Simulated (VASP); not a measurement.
# Ti3Ni (Pm-3m) in VASP: notebook

The runs below take Ti3Ni through single point, with PBEsol.

Program: VASP 6.6.1. These are calculated values, not measurements. Logs are shortened: lines on timing, memory, paths and dates and some standing lists are left out, and cuts for length are marked.

**1. The cell of the first run**

The structure is cubic, space group Pm-3m (No. 221). The conventional cell has a = 3.855 Å, b = 3.855 Å, c = 3.855 Å, α = 90.00°, β = 90.00°, γ = 90.00°. Ni (site symmetry m-3m) has 12 Ti at 2.73 Å within 3.6 Å. Ti (site symmetry 4/mmm) has 4 Ni at 2.73 Å and 8 Ti at 2.73 Å within 3.6 Å.

**2. Single point, PBEsol, collinear spin, ferromagnetic start**

Contents of INCAR:

```
SYSTEM = Ti3Ni
PREC = Accurate
ENCUT = 520
EDIFF = 1E-6
ISMEAR = -1
SIGMA = 0.05
LREAL = .FALSE.
LASPH = .TRUE.
NELM = 150
ALGO = Normal
ISIF = 2
LWAVE = .FALSE.
LCHARG = .FALSE.
ISPIN = 2
MAGMOM = 1 1 1 1
LORBIT = 11
LMAXMIX = 4
GGA = PS
NBANDS = 35
```

Contents of KPOINTS:

```
Automatic mesh
0
G
  7 7 7
  0 0 0
```

Contents of POSCAR:

```
Ti3Ni
1.0
    3.8548427654      0.0000000000      0.0000000000
    0.0000000000      3.8548427654      0.0000000000
    0.0000000000      0.0000000000      3.8548427654
Ni Ti
1 3
Direct
    0.0000000000      0.0000000000      0.0000000000
    0.5000000000      0.5000000000      0.0000000000
    0.5000000000      0.0000000000      0.5000000000
    0.0000000000      0.5000000000      0.5000000000
```

Potentials or basis: VASP PAW PBE potentials, release 64 (Ni, Ti_sv).

The run is started by

```bash
$ cat potpaw_PBE.64/Ni/POTCAR potpaw_PBE.64/Ti_sv/POTCAR > POTCAR
$ mpirun -np 1 vasp_std > vasp.out
```

OUTCAR:

```text
SYSTEM = Ti3Ni
   PREC = Accurate
   ENCUT = 520
   EDIFF = 1E-6
   ISMEAR = -1
   LREAL = .FALSE.
   LASPH = .TRUE.
   NELM = 150
   ISIF = 2
   ISPIN = 2
   LORBIT = 11
   GGA = PS

 ion  position               nearest neighbor table
   1  0.000  0.000  0.000-   2 2.73   3 2.73   4 2.73   3 2.73   4 2.73   2 2.73   4 2.73   4 2.73
                             2 2.73   3 2.73   3 2.73   2 2.73
   2  0.500  0.500  0.000-   1 2.73   3 2.73   4 2.73   3 2.73   4 2.73   1 2.73   3 2.73   3 2.73
                             1 2.73   4 2.73   4 2.73   1 2.73
   3  0.500  0.000  0.500-   1 2.73   2 2.73   4 2.73   1 2.73   2 2.73   2 2.73   4 2.73   2 2.73
                             1 2.73   4 2.73   1 2.73   4 2.73
   4  0.000  0.500  0.500-   1 2.73   2 2.73   3 2.73   1 2.73   2 2.73   1 2.73   3 2.73   1 2.73
                             2 2.73   3 2.73   2 2.73   3 2.73

  LATTYP: Found a simple cubic cell.
 ALAT       =     3.8548427654

  Lattice vectors:

 A1 = (   3.8548427654,   0.0000000000,   0.0000000000)
 A2 = (   0.0000000000,   3.8548427654,   0.0000000000)
 A3 = (   0.0000000000,   0.0000000000,   3.8548427654)

Analysis of symmetry for initial positions (statically):
=====================================================================
 Subroutine PRICEL returns:
 Original cell was already a primitive cell.

 Routine SETGRP: Setting up the symmetry group for a
 simple cubic supercell.

 Subroutine GETGRP returns: Found 48 space group operations
 (whereof 48 operations were pure point group operations)
 out of a pool of 48 trial point group operations.

The static configuration has the point symmetry O_h .

Analysis of symmetry for dynamics (positions and initial velocities):
=====================================================================
 Subroutine PRICEL returns:
 Original cell was already a primitive cell.

 Routine SETGRP: Setting up the symmetry group for a
 simple cubic supercell.

 Subroutine GETGRP returns: Found 48 space group operations
 (whereof 48 operations were pure point group operations)
 out of a pool of 48 trial point group operations.

The dynamic configuration has the point symmetry O_h .

Analysis of structural, dynamic, and magnetic symmetry:
=====================================================================
 Subroutine PRICEL returns:
 Original cell was already a primitive cell.

 Routine SETGRP: Setting up the symmetry group for a
 simple cubic supercell.

 Subroutine GETGRP returns: Found 48 space group operations
 (whereof 48 operations were pure point group operations)
 out of a pool of 48 trial point group operations.

The overall configuration has the point symmetry O_h .

 Subroutine INISYM returns: Found 48 space group operations
 (whereof 48 operations are pure point group operations),
 and found     1 'primitive' translations

----------------------------------------------------------------------------------------

                                     Primitive cell

  volume of cell :      57.2822

  direct lattice vectors                    reciprocal lattice vectors
     3.854842765  0.000000000  0.000000000     0.259413953  0.000000000  0.000000000
     0.000000000  3.854842765  0.000000000     0.000000000  0.259413953  0.000000000
     0.000000000  0.000000000  3.854842765     0.000000000  0.000000000  0.259413953

  length of vectors
     3.854842765  3.854842765  3.854842765     0.259413953  0.259413953  0.259413953

  position of ions in fractional coordinates (direct lattice)
     0.000000000  0.000000000  0.000000000
     0.500000000  0.500000000  0.000000000
     0.500000000  0.000000000  0.500000000
     0.000000000  0.500000000  0.500000000

  ion indices of the primitive-cell ions
   primitive index   ion index
                 1           1
                 2           2
                 3           3
                 4           4

----------------------------------------------------------------------------------------

 KPOINTS: Automatic mesh

Automatic generation of k-mesh.
 Grid dimensions read from file:
 generate k-points for:    7    7    7

 Generating k-lattice:

  Cartesian coordinates                     Fractional coordinates (reciprocal lattice)
     0.037059136  0.000000000  0.000000000     0.142857143  0.000000000  0.000000000
     0.000000000  0.037059136  0.000000000     0.000000000  0.142857143  0.000000000
     0.000000000  0.000000000  0.037059136     0.000000000  0.000000000  0.142857143

  Length of vectors
     0.037059136  0.037059136  0.037059136

  Shift w.r.t. Gamma in fractional coordinates (k-lattice)
     0.000000000  0.000000000  0.000000000

 Subroutine IBZKPT returns following result:
 ===========================================

 Found     20 irreducible k-points:

 Following reciprocal coordinates:
            Coordinates               Weight
  0.000000  0.000000  0.000000      1.000000
  0.142857  0.000000  0.000000      6.000000
  0.285714  0.000000  0.000000      6.000000
  0.428571  0.000000  0.000000      6.000000
  0.142857  0.142857  0.000000     12.000000
  0.285714  0.142857  0.000000     24.000000
[... 12 lines left out ...]
  0.428571  0.428571  0.285714     24.000000
  0.428571  0.428571  0.428571      8.000000
   k-points           NKPTS =     20   k-points in BZ     NKDIM =     20   number of bands    NBANDS=     35
   number of dos      NEDOS =    301   number of ions     NIONS =      4
   total plane-waves  NPLWV =  27000
   dimension x,y,z NGX =    30 NGY =   30 NGZ =   30
   dimension x,y,z NGXF=    60 NGYF=   60 NGZF=   60
   ions per type =               1   3
   NGX,Y,Z   is equivalent  to a cutoff of  12.94, 12.94, 12.94 a.u.
   NGXF,Y,Z  is equivalent  to a cutoff of  25.88, 25.88, 25.88 a.u.
 SYSTEM =  Ti3Ni
   PREC   = accura    normal or accurate (medium, high low for compatibility)
   ISTART =      0    job   : 0-new  1-cont  2-samecut
   ICHARG =      2    charge: 1-file 2-atom 10-const
   ISPIN  =      2    spin polarized calculation?
   LNONCOLLINEAR =      F non collinear calculations
   LSORBIT =      F    spin-orbit coupling
   LASPH  =      T    aspherical Exc in radial PAW
   ENCUT  =  520.0 eV  38.22 Ry    6.18 a.u.   7.17  7.17  7.17*2*pi/ulx,y,z
   NELM   =    150;   NELMIN=  2; NELMDL= -5     # of ELM steps
   EDIFF  = 0.1E-05   stopping-criterion for ELM
   LREAL  =      F    real-space projection
   EDIFFG = 0.1E-04   stopping-criterion for IOM
   NSW    =      0    number of steps for IOM
   IBRION =     -1    ionic relax: 0-MD 1-quasi-New 2-CG
   NFREE  =      0    steps in history (QN), initial steepest desc. (CG)
   ISIF   =      2    stress and relaxation
   ISYM   =      2    0-nonsym 1-usesym 2-fastsym
   POTIM  = 0.5000    time-step for ionic-motion
   TEBEG  =    0.0;   TEEND  =   0.0 temperature during run
   PSTRESS=    0.0 pullay stress
   NELECT =      46.0000    total number of electrons
   NUPDOWN=      -1.0000    fix difference up-down
   EMIN   =  10.00;   EMAX   =-10.00  energy-range for DOS
   EFERMI =   0.00;   METHOD = LEGACY
   ISMEAR =    -1;   SIGMA  =   0.05  broadening in eV -4-tet -1-fermi 0-gaus
   EFERMI_NEDOS =   21; number of points for ismear=-14 and -15
   IALGO  =     38    algorithm
   IMIX   =      4    mixing-type and parameters
     AMIX     =   0.40;   BMIX     =  1.00
     AMIX_MAG =   1.60;   BMIX_MAG =  1.00
  volume/ion in A,a.u.               =      14.32        96.64
  Fermi-wavevector in a.u.,A,eV,Ry     =   1.521671  2.875541 31.504055  2.315483
  Thomas-Fermi vector in A             =   2.630354
   LORBIT       =     11    0 simple, 1 ext, 2 COOP (PROOUT), +10 PAW based schemes
   GGA     = PS    functional components
   LHFCALC =     F    Hartree Fock is set to
   AEXX    =    0.0000 exact exchange contribution
   IVDW    =     0    specifies the selected vdW correction
   LEPSILON=     F    determine dielectric tensor
   LRPA    =     F    only Hartree local field effects (RPA)
 spin polarized calculation
  energy-cutoff  :      520.00
  volume of cell :       57.28
 maximum number of plane-waves:      1562
 NGX is ok and might be reduce to    30
   NGX = 15   NGY = 15   NGZ = 15

 number of electron      46.0000032 magnetization      -0.0000923

 number of electron      46.0000032 magnetization       0.0000902

 Free energy of the ion-electron system (eV)
  ---------------------------------------------------
  ext. energy  EPLUGINS =         0.00000000
  ---------------------------------------------------
  free energy    TOTEN  =       -31.52049540 eV

  energy without entropy =      -31.46602435  energy(sigma->0) =      -31.49325988

 E-fermi :   9.2846     XC(G=0): -12.4375

 val. band max:        9.2745147966   @ k =   0.4286   0.4286   0.2857
 cond. band min:       9.3254464931   @ k =   0.4286   0.2857   0.2857
 fundamental gap:      0.0509316965
 Fermi energy:         9.2846194499

 spin component 1

 k-point     1 :       0.0000    0.0000    0.0000
  band No.  band energies     occupation
      1     -47.0401      1.00000
      2     -46.7795      1.00000
      3     -46.7795      1.00000
      4     -23.6799      1.00000
      5     -23.6799      1.00000
      6     -23.6799      1.00000
[... 749 lines left out ...]
     34      13.6587      0.00000
     35      13.7162      0.00000
 Fermi energy:         9.2846194499

 spin component 2

 k-point     1 :       0.0000    0.0000    0.0000
  band No.  band energies     occupation
      1     -47.0401      1.00000
      2     -46.7795      1.00000
      3     -46.7795      1.00000
      4     -23.6799      1.00000
      5     -23.6799      1.00000
      6     -23.6799      1.00000
[... 749 lines left out ...]
     34      13.6425      0.00000
     35      13.7163      0.00000

------------------------ aborting loop because EDIFF is reached ----------------------------------------

  FORCE on cell =-STRESS in cart. coord.  units (eV):
  Direction    XX          YY          ZZ          XY          YZ          ZX
  --------------------------------------------------------------------------------------
  -------------------------------------------------------------------------------------
  Total        1.0657098      1.0657098      1.0657098     -0.0000000      0.0000000     -0.0000000
  in kB       29.8077730     29.8077730     29.8077730     -0.0000000      0.0000000     -0.0000000
  external PRESSURE =      29.8077730 kB  Pullay stress =       0.0000000 kB

 VOLUME and BASIS-vectors are now :
 -----------------------------------------------------------------------------
  energy-cutoff  :      520.00
  volume of cell :       57.28
      direct lattice vectors                 reciprocal lattice vectors
     3.854842765  0.000000000  0.000000000     0.259413953  0.000000000  0.000000000
     0.000000000  3.854842765  0.000000000     0.000000000  0.259413953  0.000000000
     0.000000000  0.000000000  3.854842765     0.000000000  0.000000000  0.259413953

 POSITION                                       TOTAL-FORCE (eV/Angst)
 -----------------------------------------------------------------------------------
      0.00000      0.00000      0.00000         0.000000      0.000000      0.000000
      1.92742      1.92742      0.00000         0.000000      0.000000      0.000000
      1.92742      0.00000      1.92742         0.000000      0.000000      0.000000
      0.00000      1.92742      1.92742         0.000000      0.000000      0.000000
 -----------------------------------------------------------------------------------
    total drift:                                0.000000      0.000000     -0.000000

  FREE ENERGIE OF THE ION-ELECTRON SYSTEM (eV)
  ---------------------------------------------------
  free  energy   TOTEN  =       -31.5204953959 eV

  energy  without entropy=      -31.4660243541  energy(sigma->0) =      -31.49325988

 total charge

# of ion       s       p       d       tot
------------------------------------------
    1        0.562   0.524   8.257   9.343
    2        2.264   6.139   1.991  10.394
    3        2.264   6.139   1.991  10.394
    4        2.264   6.139   1.991  10.394
--------------------------------------------------
tot          7.355  18.941  14.230  40.525

 magnetization (x)

# of ion       s       p       d       tot
------------------------------------------
    1       -0.000   0.000   0.000   0.000
    2       -0.000   0.000   0.000   0.000
    3       -0.000   0.000   0.000   0.000
    4       -0.000   0.000   0.000   0.000
--------------------------------------------------
tot         -0.000   0.000   0.000   0.000
```

Run time: 89 s. Hardware: 1 thread of Intel Xeon Platinum 8375C at 2.90GHz (Ice Lake), shared host; peak memory 0.22 GiB.

Results:

| Quantity | Value |
| --- | --- |
| Free energy | -31.5205 eV |
| Pressure | 3.0 GPa |
| Band gap on the k mesh | zero (filled and empty bands overlap) |
| Net moment | 0.00 μB per cell |
| Valence electrons inside the program's atomic spheres | Ni 9.34; Ti 10.39 |

Caveat: the PAW data sets were made with another functional, which shifts forces and pressure a little.

**3. Single point, PBEsol, collinear spin, ferromagnetic start**

This run uses another cell than the first one, of 16.15 Å³/atom, 1.128 times its volume.

INCAR, as its differences from that of step 2:

```diff
@@ -12,3 +12,3 @@
 LWAVE = .FALSE.
-LCHARG = .FALSE.
+LCHARG = .TRUE.
 ISPIN = 2
@@ -18,2 +18,4 @@
 GGA = PS
+LELF = .TRUE.
+LVHAR = .TRUE.
 NBANDS = 35
```

Contents of KPOINTS:

```
regular mesh
0
G
  7 7 7
  0 0 0
```

Contents of POSCAR:

```
Ti3Ni
1.0
    4.0123548885      0.0000000000      0.0000000000
    0.0000000000      4.0123548885      0.0000000000
    0.0000000000      0.0000000000      4.0123548885
Ni Ti
1 3
Direct
    0.0000000000      0.0000000000      0.0000000000
    0.5000000000      0.5000000000      0.0000000000
    0.5000000000      0.0000000000      0.5000000000
    0.0000000000      0.5000000000      0.5000000000
```

Potentials or basis: VASP PAW PBE potentials, release 64 (Ni, Ti_sv).

The run is started by

```bash
$ cat potpaw_PBE.64/Ni/POTCAR potpaw_PBE.64/Ti_sv/POTCAR > POTCAR
$ mpirun -np 1 vasp_std > vasp.out
```

It took 96 s on 1 thread of Intel Xeon Platinum 8375C at 2.90GHz (Ice Lake), shared host; peak memory 0.22 GiB.

It converged, with:

```
Free energy                                           : -31.3030 eV
Pressure                                              : -11.1 GPa
Band gap on the k mesh                                : zero (filled and empty bands overlap)
Net moment                                            : 0.00 μB per cell
Valence electrons inside the program's atomic spheres : Ni 9.18; Ti 10.24
```

Levels at points of the mesh, in eV from the Fermi level:
Spin up:
```
           k point  band 20  band 21  band 22  band 23  band 24  band 25  band 26  band 27
(0.00, 0.00, 0.00)    -0.32    -0.32    -0.32     0.35     0.35     2.38     2.38     2.38
```
Spin down:
```tsv
k point	band 20	band 21	band 22	band 23	band 24	band 25	band 26	band 27
(0.00, 0.00, 0.00)	-0.32	-0.32	-0.32	0.35	0.35	2.38	2.38	2.38
```

Caveat: the PAW data sets were made with another functional, which shifts forces and pressure a little.
